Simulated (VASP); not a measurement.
A run of VASP 6.6.1:

The input INCAR:

```
SYSTEM = Zn4HO4
PREC = Accurate
ENCUT = 520
EDIFF = 1E-6
ISMEAR = 0
SIGMA = 0.05
LREAL = .FALSE.
LASPH = .TRUE.
NELM = 200
ALGO = Normal
ISIF = 2
LWAVE = .FALSE.
LCHARG = .FALSE.
ISPIN = 2
MAGMOM = 0 0 0 0 0 0 0 0 1
LORBIT = 11
LDIPOL = .TRUE.
IDIPOL = 3
DIPOL = 0.5 0.5 0.371
NBANDS = 50
GGA_COMPAT = .FALSE.
NELMDL = -8
KPAR = 4
```

The input KPOINTS:

```
Automatic mesh
0
G
  9 9 1
  0 0 0
```

File POSCAR:

```
Zn4HO4
1.0
    3.1873336251      0.0000000000      0.0000000000
   -1.5936668126      2.7603118897      0.0000000000
    0.0000000000      0.0000000000     23.6871766474
O Zn H
4 4 1
Direct
    0.3333333333      0.6666666667      0.1688677405
    0.6666666667      0.3333333333      0.2776361956
    0.3333333333      0.6666666667      0.3900077075
    0.6666666667      0.3333333333      0.4989401734
    0.6666666667      0.3333333333      0.1953153449
    0.3333333333      0.6666666667      0.3040838000
    0.6666666667      0.3333333333      0.4102106352
    0.3333333333      0.6666666667      0.5145052460
    0.3333333333      0.8333333333      0.5825291085
```

Potentials or basis: VASP PAW LDA potentials, release 64 (O, Zn, H).

The run is started by

```bash
$ cat potpaw_LDA.64/O/POTCAR potpaw_LDA.64/Zn/POTCAR potpaw_LDA.64/H/POTCAR > POTCAR
$ mpirun -np 4 vasp_std > vasp.out
```

Hardware: 4 MPI ranks on Intel(R) Xeon(R) 6975P-C (Granite Rapids) (shared host).

Estimate the wall time of this run.

It took 5.6 min on 4 MPI ranks on Intel(R) Xeon(R) 6975P-C (Granite Rapids) (shared host), peak memory 0.69 GiB a rank. Counts: scf iterations 40, k points 41.
